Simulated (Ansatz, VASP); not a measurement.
One calculation of Cu, two programs

```
CELL_PARAMETERS angstrom
4.55456 0.00000 0.00000
0.00000 4.55456 0.00000
0.00000 0.00000 4.55456
ATOMIC_POSITIONS crystal
Cu 0.00000 0.00000 0.00000
Cu 0.50000 0.50000 0.50000
Cu 0.25000 0.00000 0.50000
Cu 0.75000 0.00000 0.50000
Cu 0.50000 0.25000 0.00000
Cu 0.50000 0.75000 0.00000
Cu 0.00000 0.50000 0.25000
Cu 0.00000 0.50000 0.75000
```

Alike in both runs: task relaxation of cell and atoms; functional LDA; k mesh 6 × 6 × 6; occupations fermi-dirac, width 0.1 eV; no spin polarisation.

```csv
,VASP,Ansatz
version,VASP 6.6.1,Ansatz 0.2.0
potentials or method,"VASP PAW LDA potentials, release 64 (Cu), cutoff 600 eV","plane waves (420 eV) with PAW, scalar-relativistic"
valence electrons in the cell,88,152
```

```tsv
	VASP	Ansatz	Ansatz less VASP
relaxed volume (Å³/atom)	11.23	11.17	-0.064
relaxed cell length with the largest relative difference (Å)	4.479	4.471	-0.0085
```

Ansatz warns that its potentials were made for another functional, while VASP's fit it. LDA's correlation is that of Perdew and Zunger in VASP and of Perdew and Wang (1992) in Ansatz. VASP's potentials hold 88 valence electrons a cell and Ansatz's 152, so a difference there can come from the potentials and not from the codes.
